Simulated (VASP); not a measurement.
# LiBi (P6_3mc) in VASP: relaxation of cell and atoms with LDA

Aim: the relaxation of cell and atoms of LiBi with LDA.

All numbers are computed with VASP 6.6.1; they aren't measurements. Logs are shortened: lines on timing, memory, paths and dates and some standing lists are left out, and cuts for length are marked.

## (1) The cell of the first run

It takes space group P6_3mc (No. 186, hexagonal). Conventional cell: a = 4.350 Å, b = 4.350 Å, c = 7.104 Å, α = 90.00°, β = 90.00°, γ = 120.00°. Li (site symmetry 3m) has 4 Bi at 2.66 Å within 3.5 Å. Bi (site symmetry 3m) has 4 Li at 2.66 Å within 3.5 Å.

## (2) Relaxation of cell and atoms, LDA

File INCAR:

```
PREC = Accurate ; ENCUT = 600
EDIFF = 1E-6 ; ISMEAR = 0
SIGMA = 0.05 ; LREAL = False
LASPH = True ; NELM = 100
ALGO = Normal ; ISIF = 3
LWAVE = False ; LCHARG = False
IBRION = 2 ; NSW = 80
EDIFFG = -0.02
```

File KPOINTS:

```
regular mesh
0
Gamma
  7 7 4
```

File POSCAR:

```
LiBi
1.0
    4.3500000000      0.0000000000      0.0000000000
   -2.1750000000      3.7672105065      0.0000000000
    0.0000000000      0.0000000000      7.1035500000
Li Bi
2 2
Direct
    0.3333333333      0.6666666667      0.0000000000
    0.6666666667      0.3333333333      0.5000000000
    0.3333333333      0.6666666667      0.3750000000
    0.6666666667      0.3333333333      0.8750000000
```

Potentials or basis: VASP PAW LDA potentials, release 64 (Li_sv, Bi_d).

Started as:

```console
$ cat potpaw_LDA.64/Li_sv/POTCAR potpaw_LDA.64/Bi_d/POTCAR > POTCAR
$ mpirun -np 1 vasp_std > vasp.out
```

OUTCAR:

```text
PREC = Accurate
   ENCUT = 600
   EDIFF = 1E-6
   ISMEAR = 0
   LREAL = False
   LASPH = True
   NELM = 100
   ISIF = 3
   IBRION = 2
   NSW = 80
   EDIFFG = -0.02

 ion  position               nearest neighbor table
   1  0.333  0.667  0.000-   4 2.66   4 2.66   4 2.66   3 2.66
   2  0.667  0.333  0.500-   3 2.66   3 2.66   3 2.66   4 2.66
   3  0.333  0.667  0.375-   2 2.66   2 2.66   2 2.66   1 2.66
   4  0.667  0.333  0.875-   1 2.66   1 2.66   1 2.66   2 2.66

  LATTYP: Found a hexagonal cell.
 ALAT       =     4.3500000000
 C/A-ratio  =     1.6330000000

  Lattice vectors:

 A1 = (   4.3500000000,   0.0000000000,   0.0000000000)
 A2 = (  -2.1750000000,   3.7672105065,   0.0000000000)
 A3 = (   0.0000000000,   0.0000000000,   7.1035500000)

Analysis of symmetry for initial positions (statically):
=====================================================================
 Subroutine PRICEL returns:
 Original cell was already a primitive cell.

 Routine SETGRP: Setting up the symmetry group for a
 hexagonal supercell.

 Subroutine GETGRP returns: Found 12 space group operations
 (whereof  6 operations were pure point group operations)
 out of a pool of 24 trial point group operations.

The static configuration has the point symmetry C_3v.
 The point group associated with its full space group is C_6v.

Analysis of symmetry for dynamics (positions and initial velocities):
=====================================================================
 Subroutine PRICEL returns:
 Original cell was already a primitive cell.

 Routine SETGRP: Setting up the symmetry group for a
 hexagonal supercell.

 Subroutine GETGRP returns: Found 12 space group operations
 (whereof  6 operations were pure point group operations)
 out of a pool of 24 trial point group operations.

The dynamic configuration has the point symmetry C_3v.
 The point group associated with its full space group is C_6v.

 Subroutine INISYM returns: Found 12 space group operations
 (whereof  6 operations are pure point group operations),
 and found     1 'primitive' translations

----------------------------------------------------------------------------------------

                                     Primitive cell

  volume of cell :     116.4085

  direct lattice vectors                    reciprocal lattice vectors
     4.350000000  0.000000000  0.000000000     0.229885057  0.132724200  0.000000000
    -2.175000000  3.767210507  0.000000000     0.000000000  0.265448400  0.000000000
     0.000000000  0.000000000  7.103550000     0.000000000  0.000000000  0.140774683

  length of vectors
     4.350000000  4.350000000  7.103550000     0.265448400  0.265448400  0.140774683

  position of ions in fractional coordinates (direct lattice)
     0.333333333  0.666666667  0.000000000
     0.666666667  0.333333333  0.500000000
     0.333333333  0.666666667  0.375000000
     0.666666667  0.333333333  0.875000000

  ion indices of the primitive-cell ions
   primitive index   ion index
                 1           1
                 2           2
                 3           3
                 4           4

----------------------------------------------------------------------------------------

 KPOINTS: regular mesh

Automatic generation of k-mesh.
 Grid dimensions read from file:
 generate k-points for:    7    7    4

 Generating k-lattice:

  Cartesian coordinates                     Fractional coordinates (reciprocal lattice)
     0.032840722  0.018960600  0.000000000     0.142857143  0.000000000  0.000000000
     0.000000000  0.037921200  0.000000000     0.000000000  0.142857143  0.000000000
     0.000000000  0.000000000  0.035193671     0.000000000  0.000000000  0.250000000

  Length of vectors
     0.037921200  0.037921200  0.035193671

  Shift w.r.t. Gamma in fractional coordinates (k-lattice)
     0.000000000  0.000000000  0.000000000

 Subroutine IBZKPT returns following result:
 ===========================================

 Found     24 irreducible k-points:

 Following reciprocal coordinates:
            Coordinates               Weight
  0.000000  0.000000  0.000000      1.000000
  0.142857  0.000000  0.000000      6.000000
  0.285714  0.000000  0.000000      6.000000
  0.428571  0.000000  0.000000      6.000000
  0.142857  0.142857  0.000000      6.000000
  0.285714  0.142857  0.000000     12.000000
[... 16 lines left out ...]
  0.428571  0.142857  0.500000      6.000000
  0.285714  0.285714  0.500000      6.000000
   k-points           NKPTS =     24   k-points in BZ     NKDIM =     24   number of bands    NBANDS=     22
   number of dos      NEDOS =    301   number of ions     NIONS =      4
   total plane-waves  NPLWV =  77760
   dimension x,y,z NGX =    36 NGY =   36 NGZ =   60
   dimension x,y,z NGXF=    72 NGYF=   72 NGZF=  120
   ions per type =               2   2
   NGX,Y,Z   is equivalent  to a cutoff of  13.76, 13.76, 14.04 a.u.
   NGXF,Y,Z  is equivalent  to a cutoff of  27.52, 27.52, 28.08 a.u.
 SYSTEM =  unknown system
   PREC   = accura    normal or accurate (medium, high low for compatibility)
   ISTART =      0    job   : 0-new  1-cont  2-samecut
   ICHARG =      2    charge: 1-file 2-atom 10-const
   ISPIN  =      1    spin polarized calculation?
   LNONCOLLINEAR =      F non collinear calculations
   LSORBIT =      F    spin-orbit coupling
   LASPH  =      T    aspherical Exc in radial PAW
   ENCUT  =  600.0 eV  44.10 Ry    6.64 a.u.   8.69  8.69 14.19*2*pi/ulx,y,z
   NELM   =    100;   NELMIN=  2; NELMDL= -5     # of ELM steps
   EDIFF  = 0.1E-05   stopping-criterion for ELM
   LREAL  =      F    real-space projection
   EDIFFG = -.2E-01   stopping-criterion for IOM
   NSW    =     80    number of steps for IOM
   IBRION =      2    ionic relax: 0-MD 1-quasi-New 2-CG
   NFREE  =      1    steps in history (QN), initial steepest desc. (CG)
   ISIF   =      3    stress and relaxation
   ISYM   =      2    0-nonsym 1-usesym 2-fastsym
   POTIM  = 0.5000    time-step for ionic-motion
   TEBEG  =    0.0;   TEEND  =   0.0 temperature during run
   PSTRESS=    0.0 pullay stress
   NELECT =      36.0000    total number of electrons
   NUPDOWN=      -1.0000    fix difference up-down
   EMIN   =  10.00;   EMAX   =-10.00  energy-range for DOS
   EFERMI =   0.00;   METHOD = LEGACY
   ISMEAR =     0;   SIGMA  =   0.05  broadening in eV -4-tet -1-fermi 0-gaus
   EFERMI_NEDOS =   21; number of points for ismear=-14 and -15
   IALGO  =     38    algorithm
   IMIX   =      4    mixing-type and parameters
     AMIX     =   0.40;   BMIX     =  1.00
     AMIX_MAG =   1.60;   BMIX_MAG =  1.00
  volume/ion in A,a.u.               =      29.10       196.39
  Fermi-wavevector in a.u.,A,eV,Ry     =   1.107085  2.092087 16.675794  1.225636
  Thomas-Fermi vector in A             =   2.243594
   LORBIT       =      0    0 simple, 1 ext, 2 COOP (PROOUT), +10 PAW based schemes
   GGA     = CA    functional components
   LHFCALC =     F    Hartree Fock is set to
   AEXX    =    0.0000 exact exchange contribution
   IVDW    =     0    specifies the selected vdW correction
   LEPSILON=     F    determine dielectric tensor
   LRPA    =     F    only Hartree local field effects (RPA)
 conjugate gradient relaxation of ions
 non-spin polarized calculation
 Gauss-broadening in eV      SIGMA  =   0.05
  energy-cutoff  :      600.00
  volume of cell :      116.41
 maximum number of plane-waves:      3911
 NGX is ok and might be reduce to    36
   NGX = 17   NGY = 17   NGZ = 29

--------------------------------------- Ionic step        1  -------------------------------------------

 number of electron      35.9999994 magnetization

 Free energy of the ion-electron system (eV)
  ---------------------------------------------------
  ext. energy  EPLUGINS =         0.00000000
  ---------------------------------------------------
  free energy    TOTEN  =       -11.78900408 eV

  energy without entropy =      -11.78237965  energy(sigma->0) =      -11.78569186

------------------------ aborting loop because EDIFF is reached ----------------------------------------

  FORCE on cell =-STRESS in cart. coord.  units (eV):
  Direction    XX          YY          ZZ          XY          YZ          ZX
  --------------------------------------------------------------------------------------
  -------------------------------------------------------------------------------------
  Total       -0.0190976     -0.0190976     -1.5734562      0.0000000      0.0000000     -0.0000000
  in kB       -0.2628485     -0.2628485    -21.6561207      0.0000000      0.0000000     -0.0000000
  external PRESSURE =      -7.3939392 kB  Pullay stress =       0.0000000 kB
[... 23 lines left out ...]
  energy  without entropy=      -11.7823796526  energy(sigma->0) =      -11.78569186

--------------------------------------- Ionic step        2  -------------------------------------------

 number of electron      35.9999994 magnetization

 E-fermi :   3.0035     XC(G=0):  -8.6715

 val. band max:        2.9903525096   @ k =   0.4286   0.0000   0.5000
 cond. band min:       3.0117325827   @ k =   0.2857   0.1429   0.2500
 fundamental gap:      0.0213800731
 Fermi energy:         3.0035362648

 k-point     1 :       0.0000    0.0000    0.0000
  band No.  band energies     occupation
      1     -41.8511      2.00000
      2     -41.8507      2.00000
      3     -19.2542      2.00000
      4     -19.2455      2.00000
      5     -19.2339      2.00000
      6     -19.2339      2.00000
[... 658 lines left out ...]
  FREE ENERGIE OF THE ION-ELECTRON SYSTEM (eV)
  ---------------------------------------------------
  free  energy   TOTEN  =       -11.8969920534 eV

  energy  without entropy=      -11.8906826186  energy(sigma->0) =      -11.89383734

[... ionic steps 4 to 23 ...]

--------------------------------------- Ionic step       24  -------------------------------------------

 number of electron      36.0000014 magnetization

------------------------ aborting loop because EDIFF is reached ----------------------------------------

  FORCE on cell =-STRESS in cart. coord.  units (eV):
  Direction    XX          YY          ZZ          XY          YZ          ZX
  --------------------------------------------------------------------------------------
  -------------------------------------------------------------------------------------
  Total        0.5624435      0.5624435      0.2272767      0.0000000     -0.0000000      0.0000000
  in kB        8.8002989      8.8002989      3.5560959      0.0000000     -0.0000000      0.0000000
  external PRESSURE =       7.0522313 kB  Pullay stress =       0.0000000 kB
[... 61 lines left out ...]
  energy  without entropy=      -13.3046504808  energy(sigma->0) =      -13.30577105

--------------------------------------- Ionic step       26  -------------------------------------------

 number of electron      36.0000007 magnetization

 Free energy of the ion-electron system (eV)
  ---------------------------------------------------
  ext. energy  EPLUGINS =         0.00000000
  ---------------------------------------------------
  free energy    TOTEN  =       -13.30831911 eV

  energy without entropy =      -13.30604825  energy(sigma->0) =      -13.30718368

 E-fermi :   3.7755     XC(G=0):  -8.9405

 val. band max:        3.6641627244   @ k =   0.2857   0.1429   0.0000
 cond. band min:       3.7884035280   @ k =   0.2857   0.0000   0.0000
 fundamental gap:      0.1242408036
 Fermi energy:         3.7755234071

 k-point     1 :       0.0000    0.0000    0.0000
  band No.  band energies     occupation
      1     -41.1264      2.00000
      2     -41.1248      2.00000
      3     -18.4861      2.00000
      4     -18.4613      2.00000
      5     -18.4490      2.00000
      6     -18.4490      2.00000
[... 620 lines left out ...]
  FREE ENERGIE OF THE ION-ELECTRON SYSTEM (eV)
  ---------------------------------------------------
  free  energy   TOTEN  =       -13.3083191119 eV

  energy  without entropy=      -13.3060482467  energy(sigma->0) =      -13.30718368

 reached required accuracy - stopping structural energy minimisation
```

It took 24 min on 1 thread of AMD EPYC 7R13, shared host; peak memory 0.24 GiB.

What came out:

```yaml
Free_energy: -13.3083 eV
Relaxed_volume: 26.28 Å³/atom
Relaxed_cell: a = 4.771 Å, b = 4.771 Å, c = 5.333 Å, α = 90.00°, β = 90.00°, γ = 120.00°
Space_group_after_relaxing_to_0.1_Å: P6_3/mmc (No. 194)
Energy_gained_by_relaxing: 379.8 meV/atom
Ionic_steps: 26
Pressure_after_relaxing: 0.0 GPa
Largest_force_after_relaxing: 0.015 eV/Å
Band_gap_on_the_k_mesh: zero (bands 18 and 19 overlap by 1.80 eV)
```

Forces in eV/Å, atoms in the order of the input:
```
Li   0.000  0.000 -0.015
Li   0.000  0.000 -0.015
Bi   0.000  0.000  0.015
Bi   0.000  0.000  0.015
```

The path:
| step | energy change (eV) | largest force (eV/Å) | pressure (GPa) | volume (Å³) |
| --- | --- | --- | --- | --- |
| 1 | 0.0000 | 0.1060 | -0.74 | 116.41 |
| 2 | -0.0314 | 0.2366 | -0.39 | 114.15 |
| 3 | -0.1080 | 0.7367 | 1.00 | 107.37 |
| 4 | -0.0134 | 2.2419 | 6.14 | 93.88 |
| 5 | -0.1214 | 1.0862 | 2.05 | 103.53 |
| 6 | -0.1235 | 1.3020 | 2.78 | 101.27 |
| 7 | -0.1281 | 1.3221 | 2.84 | 101.05 |
| 8 | -0.1412 | 1.3858 | 3.06 | 100.40 |
| 9 | -0.1664 | 1.5277 | 3.49 | 99.08 |
| 10 | -0.2052 | 1.8249 | 4.52 | 96.42 |
| 11 | -0.1742 | 2.4998 | 7.61 | 91.01 |
| 12 | -0.2068 | 2.1431 | 5.93 | 93.75 |
| 13 | -0.2593 | 2.1657 | 6.16 | 93.20 |
| 14 | -0.3939 | 2.2396 | 6.91 | 91.49 |
| 15 | -0.5311 | 2.3046 | 9.18 | 87.86 |
| 16 | -0.7651 | 1.8660 | 8.03 | 88.93 |
| 17 | -1.2260 | 0.7922 | 5.53 | 92.17 |
| 18 | -1.1356 | 1.3841 | 3.58 | 98.80 |
| 19 | -1.3608 | 0.0681 | 4.26 | 94.93 |
| 20 | -1.4220 | 0.0307 | 3.27 | 96.55 |
| 21 | -1.4936 | 0.2035 | 1.31 | 100.62 |
| 22 | -1.4966 | 0.2292 | 0.97 | 101.54 |
| 23 | -1.4967 | 0.2349 | 0.90 | 101.76 |
| 24 | -1.5044 | 0.1926 | 0.71 | 102.40 |
| 25 | -1.5179 | 0.0672 | 0.15 | 104.33 |
| 26 | -1.5193 | 0.0149 | -0.04 | 105.13 |

Final structure:
```
Li Bi
1.0
     4.77090    0.00000    0.00000
    -2.38545    4.13172    0.00000
     0.00000    0.00000    5.33334
Li Bi
2 2
Direct
  0.33333 0.66667 0.93781
  0.66667 0.33333 0.43781
  0.33333 0.66667 0.43719
  0.66667 0.33333 0.93719
```

Caveat: the cutoff is under 1.25 times the usual one of these potentials, so pressure, stress and relaxed cells hold a basis-set (Pulay) error; a cell axis changed by over 15 % at a fixed basis, so the end point is rough; spin-orbit coupling is left out, which moves the levels of the heavy elements.
